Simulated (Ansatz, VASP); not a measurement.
**Be4Se in VASP and in Ansatz**

```
Be Se
1.0
     4.22731    0.00000    0.00000
     0.00000    4.22731    0.00000
     0.00000    0.00000    5.36162
Be Se
4 1
Direct
  0.25257 0.00000 0.85098
  0.74743 0.00000 0.85098
  0.00000 0.74743 0.14902
  0.00000 0.25257 0.14902
  0.00000 0.00000 0.50000
```

Alike in both runs: functional PBE; k mesh 6 × 6 × 4; occupations gaussian, width 0.1 eV; no spin polarisation.

Ansatz relaxed the structure, and its values are those at the end. VASP's run is a single point on that final structure, the one shown.

```csv
,VASP,Ansatz
version,VASP 6.6.1,Ansatz 0.2.0
potentials or method,"VASP PAW PBE potentials, release 64 (Be, Se), cutoff 520 eV","scalar-relativistic, plane waves, PAW"
valence electrons in the cell,14,24
```

```tsv
	VASP	Ansatz	Ansatz less VASP
gap on the k mesh at the Fermi level (eV)	0.22	0.22	0.000
least direct gap on the mesh (eV)	0.72	0.72	0.000
pressure (GPa)	0.1	0.0	-0.11
rms of the force components (eV/Å)	0.018	0.009	-0.0085
```

VASP's potentials hold 14 valence electrons a cell and Ansatz's 24, so a difference there can come from the potentials and not from the codes.
